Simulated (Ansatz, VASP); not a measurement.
Two plane-wave programs on CuI3

```
Cu I
1.0
     5.07237    0.00000    0.00000
     0.00000    5.07237    0.00000
     0.00000    0.00000    5.07237
Cu I
1 3
Direct
  0.00000 0.00000 0.00000
  0.00000 0.50000 0.50000
  0.50000 0.00000 0.50000
  0.50000 0.50000 0.00000
```

Change from the starting cell: species swapped into the MnNi3 type (Pm-3m, No. 221).

Alike in both runs: functional PBE; k mesh 8 × 8 × 8; occupations gaussian, width 0.1 eV; no spin polarisation.

Ansatz relaxed the structure, and its values are those at the end. VASP's run is a single point on that final structure, the one shown.

|  | VASP | Ansatz |
| --- | --- | --- |
| version | VASP 6.6.1 | Ansatz 0.2.0 |
| potentials or method | VASP PAW PBE potentials, release 64 (Cu, I), cutoff 520 eV | scalar-relativistic, plane waves, PAW |
| valence electrons in the cell | 32 | 70 |

```tsv
	VASP	Ansatz	Ansatz less VASP
gap on the k mesh at the Fermi level (eV)	none	none	-
pressure (GPa)	0.0	0.0	-0.03
```

A gap of «none» marks a metal or a gap that the smearing closes. VASP's potentials hold 32 valence electrons a cell and Ansatz's 70, so a difference there can come from the potentials and not from the codes.

Neither program's run includes spin-orbit coupling.
